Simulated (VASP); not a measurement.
# BiSe2: single point with r2SCAN

BiSe2:

```
CELL_PARAMETERS angstrom
6.53529 0.00000 0.00000
0.00000 6.53529 0.00000
0.00000 0.00000 4.47094
ATOMIC_POSITIONS crystal
Bi 0.00000 0.00000 0.00000
Bi 0.50000 0.50000 0.50000
Se 0.30755 0.30755 0.00000
Se 0.19245 0.80755 0.50000
Se 0.69245 0.69245 0.00000
Se 0.80755 0.19245 0.50000
```

```
Program                : VASP 6.6.1
Task                   : single point
Functional             : r2SCAN
Potentials or basis    : VASP PAW PBE potentials, release 64 (Bi_d, Se)
Cutoff                 : 520 eV
k mesh                 : 6 × 6 × 8
Occupations            : gaussian, width 0.1 eV
Spin                   : no spin polarisation
Dipole correction      : no
Further INCAR settings : ALGO = Normal; EDIFF = 1e-06; NBANDS = 36
```

```
Pressure               : 0.0 GPa
Band gap on the k mesh : zero (bands 27 and 28 overlap by 1.16 eV)
```

Forces on the atoms (eV/Å):
```
Bi   0.000  0.000  0.000
Bi   0.000  0.000  0.000
Se   0.001  0.001  0.000
Se  -0.001  0.001  0.000
Se  -0.001 -0.001  0.000
Se   0.001 -0.001  0.000
```

Levels at points of the mesh, in eV from the Fermi level:
```
           k point  band 25  band 26  band 27  band 28  band 29  band 30
(0.00, 0.00, 0.00)    -0.36    -0.16    -0.16     0.43     1.39     1.39
(0.50, 0.00, 0.00)    -0.61    -0.61    -0.09    -0.09     2.22     2.22
(0.50, 0.50, 0.00)    -0.84    -0.84    -0.50    -0.50     2.51     2.51
(0.00, 0.00, 0.50)    -0.91    -0.91     0.01     0.01     4.69     4.69
(0.50, 0.00, 0.50)    -0.38    -0.38     0.66     0.66     1.80     1.80
(0.50, 0.50, 0.50)    -0.35    -0.35    -0.27    -0.27     4.35     4.35
```

Wall time 9.1 min on 1 thread of Intel(R) Xeon(R) 6975P-C (Granite Rapids) (shared host), peak memory 0.5 GiB.

Caveat: the PAW data sets were made with another functional, which shifts forces and pressure a little; spin-orbit coupling is left out, which moves the levels of the heavy elements.
